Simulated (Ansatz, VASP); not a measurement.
Two plane-wave programs on SiGe

The input INCAR:

```
SYSTEM = SiGe
ALGO = Normal
EDIFF = 1E-7
ENCUT = 520
GGA = PS
ISIF = 2
ISMEAR = 0
LASPH = .True.
LCHARG = .True.
LELF = .True.
LREAL = .False.
LVHAR = .True.
LWAVE = .False.
NBANDS = 26
NELM = 80
PREC = Accurate
SIGMA = 0.03
```

The input KPOINTS:

```
k-points
0
Gamma
  12 12 6
  0 0 0
```

File POSCAR:

```
SiGe
1.0
    3.9044512986      0.0000000000      0.0000000000
   -1.9522256493      3.3813540124      0.0000000000
    0.0000000000      0.0000000000      6.4507830000
Si Ge
2 2
Direct
    0.6666666667      0.3333333333      0.8932093929
    0.3333333333      0.6666666667      0.3932093929
    0.6666666667      0.3333333333      0.4931987162
    0.3333333333      0.6666666667     -0.0068012838
```

Input for Ansatz:

```yaml
crystal:
  lattice:
    - [3.9044512986, 0.0, 0.0]
    - [-1.9522256493, 3.3813540124, 0.0]
    - [0.0, 0.0, 6.450783]
  atoms:
    - { symbol: Si, position: [0.6666666667, 0.3333333333, 0.8932093929] }
    - { symbol: Si, position: [0.3333333333, 0.6666666667, 0.3932093929] }
    - { symbol: Ge, position: [0.6666666667, 0.3333333333, 0.4931987162] }
    - { symbol: Ge, position: [0.3333333333, 0.6666666667, -0.0068012838] }
basis:
  ecutwfc: 420
kpoints:
  mp_grid: { grid: [12, 12, 6] }
hamiltonian:
  xc: pbesol
scf:
  occupations: { method: gaussian, width: 0.03 }
output:
  forces: true
  stress: true
  eigenvalues: true
  write_density: true
  write_potential: true
  elf: true
  volumetric_format: npy
```

Change from the starting cell: mode 10 (401.9 1/cm) frozen in, largest displacement +0.120 Å.

Alike in both runs: task single point; functional PBEsol; k mesh 12 × 12 × 6; occupations gaussian, width 0.03 eV; no spin polarisation.

|  | VASP | Ansatz |
| --- | --- | --- |
| version | VASP 6.6.1 | Ansatz 0.2.0 |
| potentials or method | VASP PAW PBE potentials, release 64 (Si, Ge_d), cutoff 520 eV | scalar-relativistic, plane waves, PAW |
| valence electrons in the cell | 36 | 36 |

```tsv
	VASP	Ansatz	Ansatz less VASP
gap on the k mesh at the Fermi level (eV)	none	none	-
pressure (GPa)	0.6	0.6	+0.03
traceless stress, the component that is largest in VASP (GPa)	-5.23	-5.25	-0.020
rms of the force components (eV/Å)	0.864	0.865	+0.0015
```

VASP's potentials were made for PBE, not for PBEsol. Atom by atom the forces differ by 0.002 eV/Å (rms over components). A gap of «none» marks a metal or a gap that the smearing closes. The functional is the same, so the differences come from potentials, cutoffs and numerics.
